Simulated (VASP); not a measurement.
# Si2W (P4mm) in VASP: single point with PBE

Aim: the single point of Si2W with PBE.

All numbers are computed with VASP 6.6.1; they aren't measurements. Logs are shortened: lines on timing, memory, paths and dates and some standing lists are left out, and cuts for length are marked.

## Step 1: The cell of the first run

Symmetry: P4mm, No. 99, tetragonal system. The conventional cell has a = 4.566 Å, b = 4.566 Å, c = 7.867 Å, α = 90.00°, β = 90.00°, γ = 90.00°. Si (site symmetry 2mm) has 9 Si at 2.60 to 3.23 Å and 5 W at 2.62 to 2.63 Å within 3.4 Å. Within 3.4 Å of Si (site symmetry 4mm) lie 9 Si at 2.60 to 3.23 Å and 5 W at 2.63 Å. Within 3.4 Å of Si (site symmetry 4mm) lie 9 Si at 2.60 to 3.23 Å and 5 W at 2.63 to 2.65 Å. Si (site symmetry 2mm) has 9 Si at 2.60 to 3.23 Å and 5 W at 2.63 to 2.64 Å within 3.4 Å. Si (site symmetry 4mm) has 9 Si at 2.60 to 3.23 Å and 5 W at 2.63 Å within 3.4 Å. Within 3.4 Å of Si (site symmetry 4mm) lie 9 Si at 2.60 to 3.23 Å and 5 W at 2.61 to 2.63 Å. Within 3.4 Å of W (site symmetry 4mm) lie 10 Si at 2.61 to 2.65 Å and 4 W at 3.23 Å. W (site symmetry 2mm) has 10 Si at 2.63 Å and 4 W at 3.23 Å within 3.5 Å.

## Step 2: Single point, PBE (atom 9 (W) moved -0.020 Å along Cartesian [0 0 1])

File INCAR:

```
ALGO = Normal
EDIFF = 1E-7
ENCUT = 520
GGA = PE
ISIF = 2
ISMEAR = 0
LASPH = True
LCHARG = False
LREAL = False
LWAVE = False
NBANDS = 56
NELM = 60
PREC = Accurate
SIGMA = 0.15
```

File KPOINTS:

```
k-points
0
Gamma
  10 10 6
```

File POSCAR:

```
Si2W
1.0
    3.2289953136     -3.2289953136      0.0000000000
   -3.2289953136     -3.2289953136      0.0000000000
    0.0000000000      0.0000000000     -7.8668278190
Si W
8 4
Direct
    0.0000000000      0.0000000000      0.6654255941
    0.5000000000      0.0000000000      0.1654255941
    0.5000000000      0.5000000000      0.6654255941
    0.0000000000      0.5000000000      0.1654255941
    0.0000000000      0.0000000000      0.3345744059
    0.5000000000      0.0000000000      0.8345744059
    0.5000000000      0.5000000000      0.3345744059
    0.0000000000      0.5000000000      0.8345744059
    0.0000000000      0.5000000000      0.5025423208
    0.5000000000      0.5000000000      0.0000000000
    0.5000000000      1.0000000000      0.5000000000
    0.0000000000      1.0000000000      0.0000000000
```

Potentials or basis: VASP PAW PBE potentials, release 64 (Si, W_sv).

Command:

```
> cat potpaw_PBE.64/Si/POTCAR potpaw_PBE.64/W_sv/POTCAR > POTCAR
> mpirun -np 1 vasp_std > vasp.out
```

OUTCAR:

```text
EDIFF = 1E-7
   ENCUT = 520
   GGA = PE
   ISIF = 2
   ISMEAR = 0
   LASPH = True
   LREAL = False
   NELM = 60
   PREC = Accurate

 ion  position               nearest neighbor table
   1  0.000  0.000  0.665-   5 2.60   9 2.62   9 2.62  11 2.63  11 2.63  12 2.63   8 2.64   8 2.64
                             6 2.64   6 2.64
   2  0.500  0.000  0.165-   6 2.60  10 2.63  12 2.63  10 2.63  12 2.63  11 2.63   7 2.64   7 2.64
                             5 2.64   5 2.64
   3  0.500  0.500  0.665-   7 2.60   9 2.62   9 2.62  11 2.63  11 2.63  10 2.63   6 2.64   8 2.64
                             8 2.64   6 2.64
   4  0.000  0.500  0.165-   8 2.60  10 2.63  12 2.63  12 2.63  10 2.63   5 2.64   7 2.64   7 2.64
                             5 2.64   9 2.65
   5  0.000  0.000  0.335-   1 2.60  11 2.63  11 2.63  12 2.63   9 2.64   9 2.64   4 2.64   4 2.64
                             2 2.64   2 2.64
   6  0.500  0.000  0.835-   2 2.60  10 2.63  12 2.63  10 2.63  12 2.63  11 2.63   3 2.64   3 2.64
                             1 2.64   1 2.64
   7  0.500  0.500  0.335-   3 2.60  11 2.63  11 2.63  10 2.63   9 2.64   9 2.64   2 2.64   4 2.64
                             4 2.64   2 2.64
   8  0.000  0.500  0.835-   4 2.60   9 2.61  10 2.63  12 2.63  12 2.63  10 2.63   1 2.64   1 2.64
                             3 2.64   3 2.64
   9  0.000  0.500  0.503-   8 2.61   3 2.62   1 2.62   1 2.62   3 2.62   7 2.64   5 2.64   5 2.64
                             7 2.64   4 2.65  11 3.23  11 3.23  11 3.23  11 3.23
  10  0.500  0.500  0.000-   2 2.63   4 2.63   6 2.63   8 2.63   2 2.63   6 2.63   4 2.63   8 2.63
                             7 2.63   3 2.63  12 3.23  12 3.23  12 3.23  12 3.23
  11  0.500  0.000  0.500-   1 2.63   3 2.63   5 2.63   7 2.63   3 2.63   7 2.63   1 2.63   5 2.63
                             6 2.63   2 2.63   9 3.23   9 3.23   9 3.23   9 3.23
  12  0.000  0.000  0.000-   2 2.63   4 2.63   6 2.63   8 2.63   4 2.63   8 2.63   2 2.63   6 2.63
                             1 2.63   5 2.63  10 3.23  10 3.23  10 3.23  10 3.23

  LATTYP: Found a simple tetragonal cell.
 ALAT       =     4.5664889653
 C/A-ratio  =     1.7227300621

  Lattice vectors:

 A1 = (   3.2289953136,  -3.2289953136,   0.0000000000)
 A2 = (  -3.2289953136,  -3.2289953136,   0.0000000000)
 A3 = (   0.0000000000,   0.0000000000,  -7.8668278190)

Analysis of symmetry for initial positions (statically):
=====================================================================
 Subroutine PRICEL returns:
 Original cell was already a primitive cell.

 Routine SETGRP: Setting up the symmetry group for a
 simple tetragonal supercell.

 Subroutine GETGRP returns: Found  8 space group operations
 (whereof  4 operations were pure point group operations)
 out of a pool of 16 trial point group operations.

The static configuration has the point symmetry C_2v.
 The point group associated with its full space group is C_4v.

Analysis of symmetry for dynamics (positions and initial velocities):
=====================================================================
 Subroutine PRICEL returns:
 Original cell was already a primitive cell.

 Routine SETGRP: Setting up the symmetry group for a
 simple tetragonal supercell.

 Subroutine GETGRP returns: Found  8 space group operations
 (whereof  4 operations were pure point group operations)
 out of a pool of 16 trial point group operations.

The dynamic configuration has the point symmetry C_2v.
 The point group associated with its full space group is C_4v.

 Subroutine INISYM returns: Found  8 space group operations
 (whereof  4 operations are pure point group operations),
 and found     1 'primitive' translations

----------------------------------------------------------------------------------------

                                     Primitive cell

  volume of cell :     164.0456

  direct lattice vectors                    reciprocal lattice vectors
     3.228995314 -3.228995314  0.000000000     0.154846927 -0.154846927  0.000000000
    -3.228995314 -3.228995314  0.000000000    -0.154846927 -0.154846927  0.000000000
     0.000000000  0.000000000 -7.866827819     0.000000000  0.000000000 -0.127116040

  length of vectors
     4.566488965  4.566488965  7.866827819     0.218986624  0.218986624  0.127116040

  position of ions in fractional coordinates (direct lattice)
     0.000000000  0.000000000  0.665425594
     0.500000000  0.000000000  0.165425594
     0.500000000  0.500000000  0.665425594
     0.000000000  0.500000000  0.165425594
     0.000000000  0.000000000  0.334574406
     0.500000000  0.000000000  0.834574406
     0.500000000  0.500000000  0.334574406
     0.000000000  0.500000000  0.834574406
     0.000000000  0.500000000  0.502542321
     0.500000000  0.500000000  0.000000000
     0.500000000  0.000000000  0.500000000
     0.000000000  0.000000000  0.000000000

  ion indices of the primitive-cell ions
   primitive index   ion index
                 1           1
                 2           2
                 3           3
                 4           4
                 5           5
                 6           6
                 7           7
                 8           8
                 9           9
                10          10
                11          11
                12          12

----------------------------------------------------------------------------------------

 KPOINTS: k-points

Automatic generation of k-mesh.
 Grid dimensions read from file:
 generate k-points for:   10   10    6

 Generating k-lattice:

  Cartesian coordinates                     Fractional coordinates (reciprocal lattice)
     0.015484693 -0.015484693  0.000000000     0.100000000  0.000000000  0.000000000
    -0.015484693 -0.015484693  0.000000000     0.000000000  0.100000000  0.000000000
     0.000000000  0.000000000 -0.021186007     0.000000000  0.000000000  0.166666667

  Length of vectors
     0.021898662  0.021898662  0.021186007

  Shift w.r.t. Gamma in fractional coordinates (k-lattice)
     0.000000000  0.000000000  0.000000000

 Subroutine IBZKPT returns following result:
 ===========================================

 Found     84 irreducible k-points:

 Following reciprocal coordinates:
            Coordinates               Weight
  0.000000  0.000000  0.000000      1.000000
  0.100000  0.000000  0.000000      4.000000
  0.200000  0.000000  0.000000      4.000000
  0.300000  0.000000  0.000000      4.000000
  0.400000  0.000000  0.000000      4.000000
  0.500000  0.000000  0.000000      2.000000
[... 16 lines left out ...]
  0.100000  0.000000  0.166667      8.000000
  0.200000  0.000000  0.166667      8.000000
 [... further k-points ...]
   k-points           NKPTS =     84   k-points in BZ     NKDIM =     84   number of bands    NBANDS=     56
   number of dos      NEDOS =    301   number of ions     NIONS =     12
   total plane-waves  NPLWV =  77760
   dimension x,y,z NGX =    36 NGY =   36 NGZ =   60
   dimension x,y,z NGXF=    72 NGYF=   72 NGZF=  120
   ions per type =               8   4
   NGX,Y,Z   is equivalent  to a cutoff of  13.11, 13.11, 12.68 a.u.
   NGXF,Y,Z  is equivalent  to a cutoff of  26.21, 26.21, 25.36 a.u.
 SYSTEM =  unknown system
   PREC   = accura    normal or accurate (medium, high low for compatibility)
   ISTART =      0    job   : 0-new  1-cont  2-samecut
   ICHARG =      2    charge: 1-file 2-atom 10-const
   ISPIN  =      1    spin polarized calculation?
   LNONCOLLINEAR =      F non collinear calculations
   LSORBIT =      F    spin-orbit coupling
   LASPH  =      T    aspherical Exc in radial PAW
   ENCUT  =  520.0 eV  38.22 Ry    6.18 a.u.   8.49  8.49 14.63*2*pi/ulx,y,z
   NELM   =     60;   NELMIN=  2; NELMDL= -5     # of ELM steps
   EDIFF  = 0.1E-06   stopping-criterion for ELM
   LREAL  =      F    real-space projection
   EDIFFG = 0.1E-05   stopping-criterion for IOM
   NSW    =      0    number of steps for IOM
   IBRION =     -1    ionic relax: 0-MD 1-quasi-New 2-CG
   NFREE  =      0    steps in history (QN), initial steepest desc. (CG)
   ISIF   =      2    stress and relaxation
   ISYM   =      2    0-nonsym 1-usesym 2-fastsym
   POTIM  = 0.5000    time-step for ionic-motion
   TEBEG  =    0.0;   TEEND  =   0.0 temperature during run
   PSTRESS=    0.0 pullay stress
   NELECT =      88.0000    total number of electrons
   NUPDOWN=      -1.0000    fix difference up-down
   EMIN   =  10.00;   EMAX   =-10.00  energy-range for DOS
   EFERMI =   0.00;   METHOD = LEGACY
   ISMEAR =     0;   SIGMA  =   0.15  broadening in eV -4-tet -1-fermi 0-gaus
   EFERMI_NEDOS =   21; number of points for ismear=-14 and -15
   IALGO  =     38    algorithm
   IMIX   =      4    mixing-type and parameters
     AMIX     =   0.40;   BMIX     =  1.00
     AMIX_MAG =   1.60;   BMIX_MAG =  1.00
  volume/ion in A,a.u.               =      13.67        92.25
  Fermi-wavevector in a.u.,A,eV,Ry     =   1.330192  2.513698 24.074284  1.769410
  Thomas-Fermi vector in A             =   2.459297
   LORBIT       =      0    0 simple, 1 ext, 2 COOP (PROOUT), +10 PAW based schemes
   GGA     = PE    functional components
   LHFCALC =     F    Hartree Fock is set to
   AEXX    =    0.0000 exact exchange contribution
   IVDW    =     0    specifies the selected vdW correction
   LEPSILON=     F    determine dielectric tensor
   LRPA    =     F    only Hartree local field effects (RPA)
 non-spin polarized calculation
 Gauss-broadening in eV      SIGMA  =   0.15
  energy-cutoff  :      520.00
  volume of cell :      164.05
 maximum number of plane-waves:      4446
 NGX is ok and might be reduce to    36
   NGX = 17   NGY = 17   NGZ = 29

 number of electron      87.9999994 magnetization

 Free energy of the ion-electron system (eV)
  ---------------------------------------------------
  ext. energy  EPLUGINS =         0.00000000
  ---------------------------------------------------
  free energy    TOTEN  =       -99.25713947 eV

  energy without entropy =      -99.24155091  energy(sigma->0) =      -99.24934519

 E-fermi :  11.7843     XC(G=0): -12.4612

 val. band max:       11.7689500735   @ k =   0.4000   0.0000   0.0000
 cond. band min:      11.7875630253   @ k =   0.0000   0.0000   0.5000
 fundamental gap:      0.0186129518
 Fermi energy:        11.7842715999

 k-point     1 :       0.0000    0.0000    0.0000
  band No.  band energies     occupation
      1     -62.1267      2.00000
      2     -62.1266      2.00000
      3     -62.1128      2.00000
      4     -62.1127      2.00000
      5     -26.5373      2.00000
      6     -26.5373      2.00000
[... 48 lines left out ...]
     55      14.8201      0.00000
     56      14.8220      0.00000

 k-point     2 :       0.1000    0.0000    0.0000
  band No.  band energies     occupation
      1     -62.1263      2.00000
      2     -62.1262      2.00000
      3     -62.1132      2.00000
      4     -62.1131      2.00000
      5     -26.5335      2.00000
      6     -26.5330      2.00000
[... 48 lines left out ...]
     55      14.8704      0.00000
     56      14.9882      0.00000

 k-point     3 :       0.2000    0.0000    0.0000
  band No.  band energies     occupation
      1     -62.1254      2.00000
      2     -62.1253      2.00000
      3     -62.1142      2.00000
      4     -62.1141      2.00000
      5     -26.5225      2.00000
      6     -26.5207      2.00000
[... 1172 lines left out ...]
 k-point    23 :       0.1000    0.0000    0.1667
  band No.  band energies     occupation
      1     -62.1264      2.00000
      2     -62.1262      2.00000
      3     -62.1132      2.00000
      4     -62.1131      2.00000
      5     -26.5334      2.00000
      6     -26.5329      2.00000
[... 48 lines left out ...]
     55      15.1302      0.00000
     56      15.2174      0.00000

 k-point    24 :       0.2000    0.0000    0.1667
  band No.  band energies     occupation
      1     -62.1254      2.00000
      2     -62.1252      2.00000
      3     -62.1142      2.00000
      4     -62.1141      2.00000
      5     -26.5223      2.00000
      6     -26.5205      2.00000
[... 48 lines left out ...]
     55      15.2038      0.00000
     56      15.6685      0.00000

 [... further k-points ...]

------------------------ aborting loop because EDIFF is reached ----------------------------------------

  FORCE on cell =-STRESS in cart. coord.  units (eV):
  Direction    XX          YY          ZZ          XY          YZ          ZX
  --------------------------------------------------------------------------------------
  -------------------------------------------------------------------------------------
  Total        0.1282511      0.1282511      0.2031816      0.0000000      0.0000000      0.0000000
  in kB        1.2525846      1.2525846      1.9844056      0.0000000      0.0000000      0.0000000
  external PRESSURE =       1.4965249 kB  Pullay stress =       0.0000000 kB

 VOLUME and BASIS-vectors are now :
 -----------------------------------------------------------------------------
  energy-cutoff  :      520.00
  volume of cell :      164.05
      direct lattice vectors                 reciprocal lattice vectors
     3.228995314 -3.228995314  0.000000000     0.154846927 -0.154846927  0.000000000
    -3.228995314 -3.228995314  0.000000000    -0.154846927 -0.154846927  0.000000000
     0.000000000  0.000000000 -7.866827819     0.000000000  0.000000000 -0.127116040

 POSITION                                       TOTAL-FORCE (eV/Angst)
 -----------------------------------------------------------------------------------
      0.00000      0.00000     -5.23479         0.000000      0.000000     -0.060773
      1.61450     -1.61450     -1.30137         0.000000      0.000000     -0.015484
      0.00000     -3.22900     -5.23479         0.000000      0.000000     -0.060773
     -1.61450     -1.61450     -1.30137         0.000000      0.000000     -0.050373
      0.00000      0.00000     -2.63204        -0.000000      0.000000     -0.033069
      1.61450     -1.61450     -6.56545         0.000000      0.000000      0.007904
      0.00000     -3.22900     -2.63204         0.000000      0.000000     -0.033069
     -1.61450     -1.61450     -6.56545         0.000000      0.000000     -0.033118
     -1.61450     -1.61450     -3.95341         0.000000     -0.000000      0.369629
      0.00000     -3.22900      0.00000         0.000000      0.000000     -0.059560
      1.61450     -1.61450     -3.93341         0.000000      0.000000      0.028245
      0.00000      0.00000      0.00000        -0.000000     -0.000000     -0.059560
 -----------------------------------------------------------------------------------
    total drift:                               -0.000000     -0.000000     -0.000009

  FREE ENERGIE OF THE ION-ELECTRON SYSTEM (eV)
  ---------------------------------------------------
  free  energy   TOTEN  =       -99.2571394682 eV

  energy  without entropy=      -99.2415509061  energy(sigma->0) =      -99.24934519
```

Run time: 14 min. Hardware: 1 thread of Intel Xeon 8259CL, shared host; peak memory 0.64 GiB.

What came out:

```yaml
Free_energy: -99.2571 eV
Pressure: 0.1 GPa
Largest_force: 0.370 eV/Å
Band_gap_on_the_k_mesh: zero (bands 44 and 45 overlap by 1.17 eV)
```

Forces in eV/Å, atoms in the order of the input:
```
Si   0.000  0.000 -0.061
Si   0.000  0.000 -0.015
Si   0.000  0.000 -0.061
Si   0.000  0.000 -0.050
Si   0.000  0.000 -0.033
Si   0.000  0.000  0.008
Si   0.000  0.000 -0.033
Si   0.000  0.000 -0.033
W    0.000  0.000  0.370
W    0.000  0.000 -0.060
W    0.000  0.000  0.028
W    0.000  0.000 -0.060
```

Caveat: the cell differs from its parent crystal (atom 9 (W) moved -0.020 Å along Cartesian [0 0 1]); spin-orbit coupling is left out, which moves the levels of the heavy elements.
